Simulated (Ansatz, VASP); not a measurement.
# Two plane-wave programs on SiMo3

File INCAR:

```
SYSTEM = SiMo3
  ALGO = Fast
  EDIFF = 1E-6
  EDIFFG = -0.005
  ENCUT = 600
  GGA = PS
  IBRION = 2
  ISIF = 3
  ISMEAR = 0
  LASPH = .TRUE.
  LCHARG = .FALSE.
  LREAL = .FALSE.
  LWAVE = .FALSE.
  NELM = 60
  NSW = 70
  PREC = Accurate
  SIGMA = 0.1
```

KPOINTS

```
k-points
0
G
  8 8 8
  0 0 0
```

File POSCAR:

```
SiMo3
1.0
    4.9064535158      0.0000000000      0.0000000000
    0.0000000000      4.9064535158      0.0000000000
    0.0000000000      0.0000000000      4.9064535158
Si Mo
2 6
Direct
    0.0000000000      0.0000000000      0.0000000000
    0.5000000000      0.5000000000      0.5000000000
    0.2500000000      0.0000000000      0.5000000000
    0.5000000000      0.7500000000      0.0000000000
    0.7500000000      0.0000000000      0.5000000000
    0.5000000000      0.2500000000      0.0000000000
    0.0000000000      0.5000000000      0.7500000000
    0.0000000000      0.5000000000      0.2500000000
```

Input for Ansatz:

```yaml
crystal:
  lattice:
    - [4.9064535158, 0.0, 0.0]
    - [0.0, 4.9064535158, 0.0]
    - [0.0, 0.0, 4.9064535158]
  atoms:
    - { symbol: Si, position: [0.0, 0.0, 0.0] }
    - { symbol: Si, position: [0.5, 0.5, 0.5] }
    - { symbol: Mo, position: [0.25, 0.0, 0.5] }
    - { symbol: Mo, position: [0.5, 0.75, 0.0] }
    - { symbol: Mo, position: [0.75, 0.0, 0.5] }
    - { symbol: Mo, position: [0.5, 0.25, 0.0] }
    - { symbol: Mo, position: [0.0, 0.5, 0.75] }
    - { symbol: Mo, position: [0.0, 0.5, 0.25] }
basis:
  ecutwfc: 420
kpoints:
  mp_grid: { grid: [8, 8, 8] }
hamiltonian:
  xc: pbesol
scf:
  occupations: { method: gaussian, width: 0.1 }
output:
  forces: true
  stress: true
  eigenvalues: true
relax:
  adjacent_minimum: "off"
  f_tol: 0.005
  max_steps: 50
  cell: { stress_tol: 0.05 }
```

Alike in both runs: task relaxation of cell and atoms; functional PBEsol; k mesh 8 × 8 × 8; occupations gaussian, width 0.1 eV; no spin polarisation.

```csv
,VASP,Ansatz
version,VASP 6.6.1,Ansatz 0.2.0
potentials or method,"VASP PAW PBE potentials, release 64 (Si, Mo_sv), cutoff 600 eV","scalar-relativistic, plane waves, PAW"
valence electrons in the cell,92,92
```

Ansatz gave:

* gap on the k mesh at the Fermi level, each at its own relaxed structure (eV): none
* relaxed volume (Å³/atom): 14.36
* relaxed length of the cell vector where the two differ most in proportion (Å): 4.862

Problem. What did VASP give for the same quantities?

Solution. gap on the k mesh at the Fermi level, each at its own relaxed structure (eV): none; relaxed volume (Å³/atom): 14.39; relaxed length of the cell vector where the two differ most in proportion (Å): 4.865.

VASP's potentials were made for PBE, not for PBEsol. A gap of «none» marks a metal or a gap that the smearing closes.
